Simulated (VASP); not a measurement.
# B5Ru (F-43m) in VASP: single point with PBE

Aim: the single point of B5Ru with PBE.

Program: VASP 6.6.1. These are calculated values, not measurements. Logs are shortened: lines on timing, memory, paths and dates and some standing lists are left out, and cuts for length are marked.

### 1 The cell of the first run

It takes space group F-43m (No. 216, cubic). The conventional cell has a = 5.848 Å, b = 5.848 Å, c = 5.848 Å, α = 90.00°, β = 90.00°, γ = 90.00°. Within 2.6 Å of B (site symmetry 3m) lie 9 B at 1.96 to 2.41 Å and 3 Ru at 2.44 Å. B (site symmetry -43m) has 12 B at 2.41 Å and 4 Ru at 2.53 Å within 3.2 Å. Ru (site symmetry -43m) has 16 B at 2.44 to 2.53 Å within 3.2 Å.

### 2 Single point, PBE

File INCAR:

```
ALGO = Normal
EDIFF = 1E-7
ENCUT = 520
GGA = PE
ISIF = 2
ISMEAR = 0
LASPH = True
LCHARG = False
LREAL = False
LWAVE = False
NBANDS = 24
NELM = 60
PREC = Accurate
SIGMA = 0.1
```

File KPOINTS:

```
k-points
0
Gamma
  6 6 6
```

File POSCAR:

```
B5Ru
1.0
    0.0000000000      2.9241517300      2.9241517300
    2.9241517300      0.0000000000      2.9241517300
    2.9241517300      2.9241517300      0.0000000000
B Ru
5 1
Direct
    0.3685915000      0.3685915000      0.3685915000
    0.3685915000      0.3685915000      0.8942254900
    0.3685915000      0.8942254900      0.3685915000
    0.8942254900      0.3685915000      0.3685915000
    0.0000000000      0.0000000000      0.0000000000
    0.7500000000      0.7500000000      0.7500000000
```

Potentials or basis: VASP PAW PBE potentials, release 64 (B, Ru_pv).

On the command line:

```console
$ cat potpaw_PBE.64/B/POTCAR potpaw_PBE.64/Ru_pv/POTCAR > POTCAR
$ mpirun -np 1 vasp_std > vasp.out
```

OUTCAR:

```text
EDIFF = 1E-7
   ENCUT = 520
   GGA = PE
   ISIF = 2
   ISMEAR = 0
   LASPH = True
   LREAL = False
   NELM = 60
   PREC = Accurate

 ion  position               nearest neighbor table
   1  0.369  0.369  0.369-   2 1.96   3 1.96   4 1.96   6 2.44   6 2.44   6 2.44
   2  0.369  0.369  0.894-   1 1.96   3 1.96   4 1.96   6 2.44   6 2.44   6 2.44
   3  0.369  0.894  0.369-   1 1.96   2 1.96   4 1.96   6 2.44   6 2.44   6 2.44
   4  0.894  0.369  0.369-   1 1.96   2 1.96   3 1.96   6 2.44   6 2.44   6 2.44
   5  0.000  0.000  0.000-   6 2.53   6 2.53   6 2.53   6 2.53
   6  0.750  0.750  0.750-   2 2.44   3 2.44   2 2.44   4 2.44   3 2.44   4 2.44   1 2.44   1 2.44
                             1 2.44   2 2.44   3 2.44   4 2.44   5 2.53   5 2.53   5 2.53   5 2.53

  LATTYP: Found a face centered cubic cell.
 ALAT       =     5.8483034600

  Lattice vectors:

 A1 = (   0.0000000000,   2.9241517300,   2.9241517300)
 A2 = (   2.9241517300,   0.0000000000,   2.9241517300)
 A3 = (   2.9241517300,   2.9241517300,   0.0000000000)

Analysis of symmetry for initial positions (statically):
=====================================================================
 Subroutine PRICEL returns:
 Original cell was already a primitive cell.

 Routine SETGRP: Setting up the symmetry group for a
 face centered cubic supercell.

 Subroutine GETGRP returns: Found 24 space group operations
 (whereof 24 operations were pure point group operations)
 out of a pool of 48 trial point group operations.

The static configuration has the point symmetry T_d .

Analysis of symmetry for dynamics (positions and initial velocities):
=====================================================================
 Subroutine PRICEL returns:
 Original cell was already a primitive cell.

 Routine SETGRP: Setting up the symmetry group for a
 face centered cubic supercell.

 Subroutine GETGRP returns: Found 24 space group operations
 (whereof 24 operations were pure point group operations)
 out of a pool of 48 trial point group operations.

The dynamic configuration has the point symmetry T_d .

 Subroutine INISYM returns: Found 24 space group operations
 (whereof 24 operations are pure point group operations),
 and found     1 'primitive' translations

----------------------------------------------------------------------------------------
[... 92 lines left out ...]
   EDIFF  = 0.1E-06   stopping-criterion for ELM
   LREAL  =      F    real-space projection
   EDIFFG = 0.1E-05   stopping-criterion for IOM
   NSW    =      0    number of steps for IOM
   IBRION =     -1    ionic relax: 0-MD 1-quasi-New 2-CG
   NFREE  =      0    steps in history (QN), initial steepest desc. (CG)
   ISIF   =      2    stress and relaxation
   ISYM   =      2    0-nonsym 1-usesym 2-fastsym
   POTIM  = 0.5000    time-step for ionic-motion
   TEBEG  =    0.0;   TEEND  =   0.0 temperature during run
   PSTRESS=    0.0 pullay stress
   NELECT =      29.0000    total number of electrons
   NUPDOWN=      -1.0000    fix difference up-down
   EMIN   =  10.00;   EMAX   =-10.00  energy-range for DOS
   EFERMI =   0.00;   METHOD = LEGACY
   ISMEAR =     0;   SIGMA  =   0.10  broadening in eV -4-tet -1-fermi 0-gaus
   EFERMI_NEDOS =   21; number of points for ismear=-14 and -15
   IALGO  =     38    algorithm
   IMIX   =      4    mixing-type and parameters
     AMIX     =   0.40;   BMIX     =  1.00
     AMIX_MAG =   1.60;   BMIX_MAG =  1.00
  volume/ion in A,a.u.               =       8.33        56.24
  Fermi-wavevector in a.u.,A,eV,Ry     =   1.365204  2.579862 25.358298  1.863782
  Thomas-Fermi vector in A             =   2.491453
   LORBIT       =      0    0 simple, 1 ext, 2 COOP (PROOUT), +10 PAW based schemes
   GGA     = PE    functional components
   LHFCALC =     F    Hartree Fock is set to
   AEXX    =    0.0000 exact exchange contribution
   IVDW    =     0    specifies the selected vdW correction
   LEPSILON=     F    determine dielectric tensor
   LRPA    =     F    only Hartree local field effects (RPA)
 non-spin polarized calculation
 Gauss-broadening in eV      SIGMA  =   0.10
  energy-cutoff  :      520.00
  volume of cell :       50.01
 maximum number of plane-waves:      1363
   NGX = 15   NGY = 15   NGZ = 15

 number of electron      28.9999998 magnetization

 Free energy of the ion-electron system (eV)
  ---------------------------------------------------
  ext. energy  EPLUGINS =         0.00000000
  ---------------------------------------------------
  free energy    TOTEN  =       -36.70418390 eV

  energy without entropy =      -36.68265143  energy(sigma->0) =      -36.69341766

 E-fermi :  10.0673     XC(G=0): -12.6648

 val. band max:       10.0208582772   @ k =   0.5000   0.3333   0.1667
 cond. band min:      10.1069242379   @ k =   0.1667   0.0000   0.0000
 fundamental gap:      0.0860659607
 Fermi energy:        10.0672956560

 k-point     1 :       0.0000    0.0000    0.0000
  band No.  band energies     occupation
      1     -34.0168      2.00000
      2     -34.0168      2.00000
      3     -34.0168      2.00000
      4      -5.9932      2.00000
      5       1.5527      2.00000
      6       2.4511      2.00000
[... 421 lines left out ...]
     23      15.1928      0.00000
     24      16.5593      0.00000

------------------------ aborting loop because EDIFF is reached ----------------------------------------

  FORCE on cell =-STRESS in cart. coord.  units (eV):
  Direction    XX          YY          ZZ          XY          YZ          ZX
  --------------------------------------------------------------------------------------
  -------------------------------------------------------------------------------------
  Total       -8.6114310     -8.6114310     -8.6114310      0.0000000      0.0000000     -0.0000000
  in kB     -275.9028585   -275.9028585   -275.9028585      0.0000000      0.0000000     -0.0000000
  external PRESSURE =    -275.9028585 kB  Pullay stress =       0.0000000 kB

 VOLUME and BASIS-vectors are now :
 -----------------------------------------------------------------------------
  energy-cutoff  :      520.00
  volume of cell :       50.01
      direct lattice vectors                 reciprocal lattice vectors
     0.000000000  2.924151730  2.924151730    -0.170989759  0.170989759  0.170989759
     2.924151730  0.000000000  2.924151730     0.170989759 -0.170989759  0.170989759
     2.924151730  2.924151730  0.000000000     0.170989759  0.170989759 -0.170989759

 POSITION                                       TOTAL-FORCE (eV/Angst)
 -----------------------------------------------------------------------------------
      2.15563      2.15563      2.15563         0.099878      0.099878      0.099878
      3.69267      3.69267      2.15563        -0.099878     -0.099878      0.099878
      3.69267      2.15563      3.69267        -0.099878      0.099878     -0.099878
      2.15563      3.69267      3.69267         0.099878     -0.099878     -0.099878
      0.00000      0.00000      0.00000        -0.000000      0.000000      0.000000
      4.38623      4.38623      4.38623         0.000000      0.000000      0.000000
 -----------------------------------------------------------------------------------
    total drift:                                0.000001      0.000001      0.000001

  FREE ENERGIE OF THE ION-ELECTRON SYSTEM (eV)
  ---------------------------------------------------
  free  energy   TOTEN  =       -36.7041838978 eV

  energy  without entropy=      -36.6826514317  energy(sigma->0) =      -36.69341766
```

OSZICAR:

```text
N       E                     dE             d eps       ncg     rms          rms(c)
DAV:   1     0.166191965929E+03    0.16619E+03   -0.15393E+04   768   0.117E+03
DAV:   2    -0.329789594400E+02   -0.19917E+03   -0.18964E+03   904   0.306E+02
DAV:   3    -0.394275484865E+02   -0.64486E+01   -0.62976E+01   992   0.515E+01
DAV:   4    -0.395079416248E+02   -0.80393E-01   -0.80315E-01   848   0.552E+00
DAV:   5    -0.395095536712E+02   -0.16120E-02   -0.16119E-02  1024   0.701E-01    0.215E+01
DAV:   6    -0.412565967228E+02   -0.17470E+01   -0.34721E+01   832   0.436E+01    0.213E+01
DAV:   7    -0.366898661876E+02    0.45667E+01   -0.14346E+01   832   0.322E+01    0.344E+00
DAV:   8    -0.367180458972E+02   -0.28180E-01   -0.83478E-01   920   0.494E+00    0.265E+00
DAV:   9    -0.367044468723E+02    0.13599E-01   -0.54969E-02   800   0.183E+00    0.461E-01
DAV:  10    -0.367041874679E+02    0.25940E-03   -0.15373E-03   984   0.282E-01    0.766E-02
DAV:  11    -0.367041889863E+02   -0.15184E-05   -0.89808E-05   944   0.704E-02    0.239E-02
DAV:  12    -0.367041849351E+02    0.40511E-05   -0.11584E-05   968   0.227E-02    0.464E-03
DAV:  13    -0.367041840857E+02    0.84947E-06   -0.62394E-07   888   0.491E-03    0.183E-03
DAV:  14    -0.367041839380E+02    0.14763E-06   -0.50372E-08   560   0.157E-03    0.496E-04
DAV:  15    -0.367041838978E+02    0.40248E-07   -0.90689E-09   432   0.630E-04
   1 F= -.36704184E+02 E0= -.36693418E+02  d E =-.215325E-01
```

stdout:

```text
POSCAR found type information on POSCAR B Ru
 POSCAR found :  2 types and       6 ions
 scaLAPACK will be used
 LDA part: xc-table for (Slater+PW92), standard interpolation
 POSCAR, INCAR and KPOINTS ok, starting setup
 FFT: planning ... GRIDC
 FFT: planning ... GRID_SOFT
 FFT: planning ... GRID
 WAVECAR not read
 entering main loop
```

It took 33 s on 1 thread of Intel Xeon Platinum 8488C (Sapphire Rapids), shared host; peak memory 0.17 GiB.

What came out:

```yaml
Free_energy: -36.7042 eV
Pressure: -27.6 GPa
Largest_force: 0.173 eV/Å
```

Forces in eV/Å, atoms in the order of the input:
```
B    0.100  0.100  0.100
B   -0.100 -0.100  0.100
B   -0.100  0.100 -0.100
B    0.100 -0.100 -0.100
B    0.000  0.000  0.000
Ru   0.000  0.000  0.000
```

Levels at points of the mesh, in eV from the Fermi level:
```tsv
k point	band 11	band 12	band 13	band 14	band 15	band 16	band 17	band 18
(0.00, 0.00, 0.00)	-4.28	-4.28	-4.28	-3.99	1.14	1.14	1.14	1.49
(0.50, 0.00, 0.00)	-4.45	-4.06	-4.06	0.24	0.24	0.40	0.66	2.23
(0.50, 0.50, 0.00)	-3.69	-3.69	-3.07	-0.75	0.90	1.56	1.69	1.69
```
